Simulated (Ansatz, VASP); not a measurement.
**One calculation of Nb4C, two programs**

```xyz
5
Lattice="0.0000 3.7186 3.7186 3.7186 0.0000 3.7186 3.7186 3.7186 0.0000" Properties=species:S:1:pos:R:3 pbc="T T T"
Nb    2.8132    4.6241    2.8132
Nb    4.6241    4.6241    4.6241
Nb    4.6241    2.8132    2.8132
Nb    2.8132    2.8132    4.6241
C     0.0000    0.0000    0.0000
```

Alike in both runs: functional PBE; k mesh 10 × 10 × 10; occupations gaussian, width 0.1 eV; no spin polarisation.

Ansatz relaxed the structure, and its values are those at the end. VASP's run is a single point on that final structure, the one shown.

|  | VASP | Ansatz |
| --- | --- | --- |
| version | VASP 6.6.1 | Ansatz 0.2.0 |
| potentials or method | VASP PAW PBE potentials, release 64 (Nb_sv, C), cutoff 520 eV | scalar-relativistic, plane waves, PAW |
| valence electrons in the cell | 56 | 56 |

|  | VASP | Ansatz | Ansatz less VASP |
| --- | --- | --- | --- |
| gap on the k mesh at the Fermi level (eV) | none | none | - |
| pressure (GPa) | -0.1 | 0.0 | +0.11 |
| rms of the force components (eV/Å) | 0.007 | 0.001 | -0.0060 |

A gap of «none» marks a metal or a gap that the smearing closes. The functional is the same, so the differences come from potentials, cutoffs and numerics.
